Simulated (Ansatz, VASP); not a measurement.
# One calculation of Al2Ru, two programs

File INCAR:

```
SYSTEM = Al2Ru
ALGO = Fast
EDIFF = 1E-6
ENCUT = 520
GGA = PS
ISIF = 2
ISMEAR = 1
LASPH = .TRUE.
LCHARG = .TRUE.
LELF = .TRUE.
LREAL = .FALSE.
LVHAR = .TRUE.
LWAVE = .FALSE.
NBANDS = 17
NELM = 80
PREC = Accurate
SIGMA = 0.02
```

The input KPOINTS:

```
k-points
0
G
  18 18 18
  0 0 0
```

The input POSCAR:

```
Al2Ru
1.0
   -1.5604216200      1.5604216200      4.2218055900
    1.5604216200     -1.5604216200      4.2218055900
    1.5604216200      1.5604216200     -4.2218055900
Al Ru
2 1
Direct
    0.6592021900      0.6592021900      0.0000000000
    0.3407978100      0.3407978100      0.0000000000
    0.0000000000      0.0000000000      0.0000000000
```

Input for Ansatz:

```yaml
crystal:
  lattice:
    - [-1.56042162, 1.56042162, 4.22180559]
    - [1.56042162, -1.56042162, 4.22180559]
    - [1.56042162, 1.56042162, -4.22180559]
  atoms:
    - { symbol: Al, position: [0.65920219, 0.65920219, 0.0] }
    - { symbol: Al, position: [0.34079781, 0.34079781, 0.0] }
    - { symbol: Ru, position: [0.0, 0.0, 0.0] }
basis:
  ecutwfc: 420
kpoints:
  mp_grid: { grid: [18, 18, 18] }
hamiltonian:
  xc: pbesol
scf:
  occupations: { method: methfessel_paxton, width: 0.02 }
output:
  forces: true
  stress: true
  eigenvalues: true
```

Alike in both runs: task single point; functional PBEsol; k mesh 18 × 18 × 18; occupations methfessel-paxton of order 1, width 0.02 eV; no spin polarisation.

```csv
,VASP,Ansatz
version,VASP 6.6.1,Ansatz 0.2.0
potentials or method,"VASP PAW PBE potentials, release 64 (Al, Ru_pv), cutoff 520 eV","scalar-relativistic, plane waves, PAW"
valence electrons in the cell,20,22
```

```tsv
	VASP	Ansatz	Ansatz less VASP
gap on the k mesh at the Fermi level (eV)	none	none	-
pressure (GPa)	-0.4	-0.4	-0.08
traceless stress, the component that is largest in VASP (GPa)	-0.35	-0.38	-0.024
rms of the force components (eV/Å)	0.018	0.019	+0.0004
```

VASP's potentials were made for PBE, not for PBEsol. Atom by atom the forces differ by 0.000 eV/Å (rms over components). A gap of «none» marks a metal or a gap that the smearing closes. With one functional, cell and mesh, what is left measures potentials, basis and numerics. VASP's potentials hold 20 valence electrons a cell and Ansatz's 22, so a difference there can come from the potentials and not from the codes.
